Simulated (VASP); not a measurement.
# ZnO (wurtzite type) (P6_3mc) in VASP: further runs, part 2 of 2

VASP 6.6.1. Earlier steps stand in the parts before.

### 3 Single point, PBE

INCAR

```
SYSTEM = ZnO
PREC = Accurate
ENCUT = 520
EDIFF = 1E-7
ISMEAR = -1
SIGMA = 0.05
LREAL = .False.
LASPH = .True.
NELM = 60
ALGO = Normal
ISIF = 2
LWAVE = .False.
LCHARG = .False.
GGA = PE
NBANDS = 26
```

KPOINTS

```
regular mesh
0
Gamma
  12 12 7
  0 0 0
```

POSCAR

```
ZnO
1.0
    3.0901930574      0.0000000000      0.0000000000
   -1.5450965287      2.6761856903      0.0000000000
    0.0000000000      0.0000000000      4.9905157067
Zn O
2 2
Direct
    0.3333333333      0.6666666667     -0.0013225683
    0.6666666667      0.3333333333      0.4986774317
    0.3333333333      0.6666666667      0.3773225683
    0.6666666667      0.3333333333      0.8773225683
```

Potentials or basis: VASP PAW PBE potentials, release 64 (Zn, O).

Launch:

```bash
> cat potpaw_PBE.64/Zn/POTCAR potpaw_PBE.64/O/POTCAR > POTCAR
> mpirun -np 1 vasp_std > vasp.out
```

OUTCAR:

```text
SYSTEM = ZnO
   PREC = Accurate
   ENCUT = 520
   EDIFF = 1E-7
   ISMEAR = -1
   LREAL = .False.
   LASPH = .True.
   NELM = 60
   ISIF = 2
   GGA = PE

 ion  position               nearest neighbor table
   1  0.333  0.667  0.999-   4 1.88   4 1.88   4 1.88   3 1.89
   2  0.667  0.333  0.499-   3 1.88   3 1.88   3 1.88   4 1.89
   3  0.333  0.667  0.377-   2 1.88   2 1.88   2 1.88   1 1.89
   4  0.667  0.333  0.877-   1 1.88   1 1.88   1 1.88   2 1.89

  LATTYP: Found a hexagonal cell.
 ALAT       =     3.0901930574
 C/A-ratio  =     1.6149527275

[... 887 lines left out ...]
     26      17.7112      0.00000

 [... further k-points ...]
[... 5 lines left out ...]
  --------------------------------------------------------------------------------------
  -------------------------------------------------------------------------------------
  Total        9.2632131      9.2632131      9.2643092      0.0000000     -0.0000000     -0.0000000
  in kB      359.6043629    359.6043629    359.6469155      0.0000000     -0.0000000     -0.0000000
  external PRESSURE =     359.6185471 kB  Pullay stress =       0.0000000 kB

 VOLUME and BASIS-vectors are now :
 -----------------------------------------------------------------------------
  energy-cutoff  :      520.00
  volume of cell :       41.27
      direct lattice vectors                 reciprocal lattice vectors
     3.090193057  0.000000000  0.000000000     0.323604377  0.186833074  0.000000000
    -1.545096529  2.676185690  0.000000000     0.000000000  0.373666149  0.000000000
     0.000000000  0.000000000  4.990515707     0.000000000  0.000000000  0.200380093

 POSITION                                       TOTAL-FORCE (eV/Angst)
 -----------------------------------------------------------------------------------
     -0.00000      1.78412      4.98392        -0.000000      0.000000      0.001697
      1.54510      0.89206      2.48866         0.000000     -0.000000      0.001697
     -0.00000      1.78412      1.88303        -0.000000      0.000000     -0.001697
      1.54510      0.89206      4.37829         0.000000      0.000000     -0.001697
 -----------------------------------------------------------------------------------
    total drift:                               -0.000000      0.000000      0.001202

  FREE ENERGIE OF THE ION-ELECTRON SYSTEM (eV)
  ---------------------------------------------------
  free  energy   TOTEN  =       -17.0593891379 eV

  energy  without entropy=      -17.0593887955  energy(sigma->0) =      -17.05938897
```

OSZICAR:

```text
N       E                     dE             d eps       ncg     rms          rms(c)
DAV:   1     0.293191214135E+03    0.29319E+03   -0.18380E+04  4104   0.212E+03
DAV:   2     0.962554713931E+01   -0.28357E+03   -0.26606E+03  4100   0.418E+02
DAV:   3    -0.198564156143E+02   -0.29482E+02   -0.29133E+02  4406   0.137E+02
DAV:   4    -0.203862566918E+02   -0.52984E+00   -0.52870E+00  4398   0.186E+01
DAV:   5    -0.203887369740E+02   -0.24803E-02   -0.24801E-02  4276   0.134E+00    0.187E+01
DAV:   6    -0.168687172290E+02    0.35200E+01   -0.62294E+00  6016   0.585E+01    0.120E+01
DAV:   7    -0.170939903586E+02   -0.22527E+00   -0.30387E+00  4046   0.163E+01    0.678E+00
DAV:   8    -0.171024464309E+02   -0.84561E-02   -0.40670E-01  5864   0.753E+00    0.157E+00
DAV:   9    -0.170567023948E+02    0.45744E-01   -0.95335E-02  5882   0.653E+00    0.263E-01
DAV:  10    -0.170594465549E+02   -0.27442E-02   -0.34451E-02  4040   0.129E+00    0.156E-01
DAV:  11    -0.170593565631E+02    0.89992E-04   -0.54243E-04  5252   0.332E-01    0.552E-02
DAV:  12    -0.170593969431E+02   -0.40380E-04   -0.12613E-04  4310   0.128E-01    0.304E-02
DAV:  13    -0.170593900936E+02    0.68495E-05   -0.24033E-05  5666   0.125E-01    0.914E-03
DAV:  14    -0.170593896996E+02    0.39401E-06   -0.87508E-06  4288   0.353E-02    0.378E-03
DAV:  15    -0.170593891950E+02    0.50462E-06   -0.10142E-06  4476   0.896E-03    0.104E-03
DAV:  16    -0.170593891379E+02    0.57111E-07   -0.82922E-08  2250   0.291E-03
   1 F= -.17059389E+02 E0= -.17059389E+02  d E =-.342403E-06
```

stdout:

```text
POSCAR found type information on POSCAR ZnO
 POSCAR found :  2 types and       4 ions
 scaLAPACK will be used
 LDA part: xc-table for (Slater+PW92), standard interpolation
 POSCAR, INCAR and KPOINTS ok, starting setup
 FFT: planning ... GRIDC
 FFT: planning ... GRID_SOFT
 FFT: planning ... GRID
 WAVECAR not read
 entering main loop
```

Run time: 60 s. Hardware: 1 thread of Intel Xeon 6975P-C, shared host; peak memory 0.2 GiB.

What came out:

```
Free energy            : -17.0594 eV
Pressure               : 36.0 GPa
Band gap on the k mesh : 0.98 eV, direct
```

A k mesh can miss the band edges. Expect the measured gap to be larger: semilocal functionals such as PBE lack the derivative discontinuity.

### 4 Relaxation of cell and atoms, PBE, target pressure 34 GPa, at which the enthalpy is minimised

This run uses another cell than the first one, of 10.09 Å³/atom, 0.978 times its volume.

INCAR

```
SYSTEM = ZnO
PREC = Accurate
ENCUT = 600
EDIFF = 1E-7
ISMEAR = -1
SIGMA = 0.05
LREAL = .False.
LASPH = .True.
NELM = 100
ALGO = Normal
ISIF = 3
LWAVE = .False.
LCHARG = .False.
GGA = PE
IBRION = 2
NSW = 60
EDIFFG = -0.005
PSTRESS = 340.0
```

KPOINTS

```
Automatic mesh
0
Gamma
  12 12 7
  0 0 0
```

POSCAR

```
ZnO
1.0
    3.0573831454      0.0000000000      0.0000000000
   -1.5286915727      2.6477714731      0.0000000000
    0.0000000000      0.0000000000      4.9835345271
Zn O
2 2
Direct
    0.3333333333      0.6666666667      0.0000000000
    0.6666666667      0.3333333333      0.5000000000
    0.3333333333      0.6666666667      0.3760000000
    0.6666666667      0.3333333333      0.8760000000
```

Potentials or basis: VASP PAW PBE potentials, release 64 (Zn, O).

Launch:

```bash
> cat potpaw_PBE.64/Zn/POTCAR potpaw_PBE.64/O/POTCAR > POTCAR
> mpirun -np 1 vasp_std > vasp.out
```

OUTCAR:

```text
SYSTEM = ZnO
   PREC = Accurate
   ENCUT = 600
   EDIFF = 1E-7
   ISMEAR = -1
   LREAL = .False.
   LASPH = .True.
   NELM = 100
   ISIF = 3
   GGA = PE
   IBRION = 2
   NSW = 60
   EDIFFG = -0.005
   PSTRESS = 340.0

 ion  position               nearest neighbor table
   1  0.333  0.667  0.000-   4 1.87   4 1.87   4 1.87   3 1.87
   2  0.667  0.333  0.500-   3 1.87   3 1.87   3 1.87   4 1.87
   3  0.333  0.667  0.376-   2 1.87   2 1.87   2 1.87   1 1.87
   4  0.667  0.333  0.876-   1 1.87   1 1.87   1 1.87   2 1.87

  LATTYP: Found a hexagonal cell.
 ALAT       =     3.0573831454
 C/A-ratio  =     1.6300000000

  Lattice vectors:

 A1 = (   3.0573831454,   0.0000000000,   0.0000000000)
 A2 = (  -1.5286915727,   2.6477714731,   0.0000000000)
 A3 = (   0.0000000000,   0.0000000000,   4.9835345271)

Analysis of symmetry for initial positions (statically):
=====================================================================
 Subroutine PRICEL returns:
 Original cell was already a primitive cell.

 Routine SETGRP: Setting up the symmetry group for a
 hexagonal supercell.

[... 179 lines left out ...]
  -------------------------------------------------------------------------------------
  Total       10.6719976     10.6719976     10.5108454      0.0000000      0.0000000      0.0000000
  in kB      423.8268476    423.8268476    417.4268610      0.0000000      0.0000000      0.0000000
  external PRESSURE =      81.6935187 kB  Pullay stress =     340.0000000 kB
[... 103 lines left out ...]
  energy  without entropy=      -17.1213035503  energy(sigma->0) =      -17.12130376

  enthalpy is  TOTEN    =        -8.3059310658 eV   P V=        8.8153728964

[... ionic steps 4 to 7 ...]

--------------------------------------- Ionic step        8  -------------------------------------------

 number of electron      36.0000012 magnetization

------------------------ aborting loop because EDIFF is reached ----------------------------------------
[... 75 lines left out ...]
--------------------------------------- Ionic step       10  -------------------------------------------

 number of electron      36.0000011 magnetization

 Free energy of the ion-electron system (eV)
  ---------------------------------------------------
  ext. energy  EPLUGINS =         0.00000000
  ---------------------------------------------------
  free energy    TOTEN  =       -17.11974233 eV

  energy without entropy =      -17.11974196  energy(sigma->0) =      -17.11974214

 E-fermi :   3.1017     XC(G=0): -11.6609

 val. band max:        2.5638172769   @ k =   0.0000   0.0000   0.0000
 cond. band min:       3.5377712601   @ k =   0.0000   0.0000   0.0000
 fundamental gap:      0.9739539833
 Fermi energy:         3.1016723224

 k-point     1 :       0.0000    0.0000    0.0000
  band No.  band energies     occupation
      1     -16.7575      2.00000
      2     -15.8075      2.00000
      3      -4.2618      2.00000
      4      -3.9291      2.00000
      5      -3.9291      2.00000
      6      -3.8731      2.00000
[... 589 lines left out ...]
     21      11.2880      0.00000
     22      12.0307      0.00000

 [... further k-points ...]
[... 5 lines left out ...]
  --------------------------------------------------------------------------------------
  -------------------------------------------------------------------------------------
  Total        8.8109356      8.8109356      8.8235238      0.0000000      0.0000000      0.0000000
  in kB      339.8974213    339.8974214    340.3830316      0.0000000      0.0000000      0.0000000
  external PRESSURE =       0.0592914 kB  Pullay stress =     340.0000000 kB
[... 23 lines left out ...]
  energy  without entropy=      -17.1197419600  energy(sigma->0) =      -17.11974214

  enthalpy is  TOTEN    =        -8.3061476329 eV   P V=        8.8135946969

 reached required accuracy - stopping structural energy minimisation
```

It took 4.2 min on 1 thread of Intel Xeon 6975P-C, shared host; peak memory 0.22 GiB.

What came out:

```
Free energy                                            : -17.1197 eV
Relaxed volume                                         : 10.38 Å³/atom
Relaxed cell                                           : a = 3.097 Å, b = 3.097 Å, c = 5.000 Å, α = 90.00°, β = 90.00°, γ = 120.00°
Space group after relaxing (to 0.05 Å)                 : P6_3mc (No. 186)
Energy change on relaxing (the enthalpy is what falls) : -70.5 meV/atom
Ionic steps                                            : 10
Pressure after relaxing                                : 34.0 GPa
Band gap on the k mesh                                 : 0.97 eV, direct
```

The path:
| step | energy change (eV) | largest force (eV/Å) | pressure (GPa) | volume (Å³) |
| --- | --- | --- | --- | --- |
| 1 | 0.0000 | 0.0305 | 42.17 | 40.34 |
| 2 | -0.6156 | 0.0525 | 23.10 | 43.42 |
| 3 | -0.2835 | 0.0076 | 33.94 | 41.54 |
| 4 | -0.2784 | 0.0069 | 34.05 | 41.52 |
| 5 | -0.2785 | 0.0076 | 34.05 | 41.52 |
| 6 | -0.2788 | 0.0082 | 34.02 | 41.52 |
| 7 | -0.2793 | 0.0102 | 34.08 | 41.52 |
| 8 | -0.2800 | 0.0150 | 34.05 | 41.52 |
| 9 | -0.2812 | 0.0066 | 34.03 | 41.53 |
| 10 | -0.2820 | 0.0006 | 34.01 | 41.53 |

Final structure:
```
Zn O
1.0
     3.09714    0.00000    0.00000
    -1.54857    2.68220    0.00000
     0.00000    0.00000    4.99957
Zn O
2 2
Direct
  0.33333 0.66667 0.99862
  0.66667 0.33333 0.49862
  0.33333 0.66667 0.37738
  0.66667 0.33333 0.87738
```

Caveat: the cell is relaxed towards a set pressure, so the enthalpy falls and the energy may rise.
